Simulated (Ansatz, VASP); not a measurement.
# TiC: VASP beside Ansatz

```
CELL_PARAMETERS angstrom
0.00000 2.16400 2.16400
2.16400 0.00000 2.16400
2.16400 2.16400 0.00000
ATOMIC_POSITIONS crystal
Ti 0.02079 0.97921 0.02079
C 0.50000 0.50000 0.50000
```

Change from the starting cell: one atom moved.

Alike in both runs: task single point; functional PBE; k mesh 14 × 14 × 14; occupations gaussian, width 0.1 eV; no spin polarisation.

|  | VASP | Ansatz |
| --- | --- | --- |
| version | VASP 6.6.1 | Ansatz 0.2.0 |
| potentials or method | VASP PAW PBE potentials, release 64 (Ti_sv, C), cutoff 520 eV | scalar-relativistic, plane waves, PAW |
| valence electrons in the cell | 16 | 16 |

Ansatz gave:

* gap on the k mesh at the Fermi level (eV): none
* pressure (GPa): 1.8
* traceless stress, the component that is largest in VASP (GPa): 1.46
* rms of the force components (eV/Å): 0.471

Q: Which values does VASP return?

A: gap on the k mesh at the Fermi level (eV): none; pressure (GPa): 2.0; traceless stress, the component that is largest in VASP (GPa): 1.48; rms of the force components (eV/Å): 0.474.

Atom by atom the forces differ by 0.002 eV/Å (rms over components). A gap of «none» marks a metal or a gap that the smearing closes. With one functional, cell and mesh, what is left measures potentials, basis and numerics.
